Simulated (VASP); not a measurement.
A run of VASP 6.6.1 is set up as follows.

File INCAR:

```
SYSTEM = SrB4Pt
PREC = Accurate
ENCUT = 520
EDIFF = 1E-6
ISMEAR = 0
SIGMA = 0.1
LREAL = .False.
LASPH = .True.
NELM = 100
ALGO = Normal
ISIF = 2
LWAVE = .False.
LCHARG = .False.
GGA = PE
NBANDS = 25
```

File KPOINTS:

```
regular mesh
0
Gamma
  6 6 2
  0 0 0
```

File POSCAR:

```
SrB4Pt
1.0
    2.6446765200      0.0000000000      0.0000000000
    0.0000000000      2.6446765200      0.0000000000
    0.0000000000      0.0000000000      9.9659645900
Sr B Pt
1 4 1
Direct
    0.0000000000      0.0000000000      0.5000000000
    0.5000000000      0.5000000000      0.3645260000
    0.5000000000      0.5000000000      0.8643389900
    0.5000000000      0.5000000000      0.1356610100
    0.5000000000      0.5000000000      0.6354740000
    0.0000000000      0.0000000000      0.0000000000
```

Potentials or basis: VASP PAW PBE potentials, release 64 (Sr_sv, B, Pt).

Launch:

```bash
$ cat potpaw_PBE.64/Sr_sv/POTCAR potpaw_PBE.64/B/POTCAR potpaw_PBE.64/Pt/POTCAR > POTCAR
$ mpirun -np 1 vasp_std > vasp.out
```

(1) Estimate the band gap on the k mesh.

(2) What does it give for the largest force?

## Answers

(1) zero (band 16 reaches 7.88 eV, above the bottom of band 17 at 5.92 eV).

(2) 8.006 eV/Å.

Caveat: the k points lie up to 0.40 Å⁻¹ apart; spin-orbit coupling is left out, which moves the levels of the heavy elements; forces of over 1 eV/Å act on the atoms, so gaps and moduli don't describe the material at rest.
